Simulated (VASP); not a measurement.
**InAs: single point with PBE**

InAs:

```
In As
1.0
     0.00000    3.01800    3.01800
     3.01800    0.00000    3.01800
     3.01800    3.01800    0.00000
In As
1 1
Direct
  0.00000 0.00000 0.00000
  0.75000 0.75000 0.75000
```

```json
{
  "Program": "VASP 6.6.1",
  "Task": "single point",
  "Functional": "PBE",
  "Potentials or basis": "VASP PAW PBE potentials, release 64 (In_d, As)",
  "Cutoff": "520 eV",
  "k mesh": "4 × 4 × 4",
  "Occupations": "fermi-dirac, width 0.03 eV",
  "Spin": "no spin polarisation",
  "Dipole correction": "no",
  "Further INCAR settings": "ALGO = Normal; EDIFF = 1e-06; NBANDS = 16"
}
```

```json
{"Pressure": "4.9 GPa", "Band gap on the k mesh": "zero (filled and empty bands touch)"}
```

Levels at points of the mesh, in eV from the Fermi level:
| k point | band 5 | band 6 | band 7 | band 8 | band 9 | band 10 | band 11 | band 12 | band 13 | band 14 |
| --- | --- | --- | --- | --- | --- | --- | --- | --- | --- | --- |
| (0.00, 0.00, 0.00) | -14.33 | -11.92 | -0.20 | -0.02 | -0.02 | -0.02 | 3.86 | 3.86 | 3.86 | 7.50 |
| (0.50, 0.00, 0.00) | -14.33 | -10.43 | -5.83 | -1.02 | -1.02 | 0.93 | 4.63 | 4.63 | 6.82 | 9.05 |
| (0.50, 0.50, 0.00) | -14.31 | -9.87 | -5.90 | -2.37 | -2.37 | 1.49 | 2.03 | 9.21 | 9.27 | 9.27 |

Run time: 10 s on 1 thread of Intel Xeon 8259CL, on a shared host, peak memory 0.17 GiB.

Caveat: the k points lie up to 0.45 Å⁻¹ apart; semilocal functionals underestimate gaps, so a narrow gap can read as zero; spin-orbit coupling is left out, which moves the levels of the heavy elements.
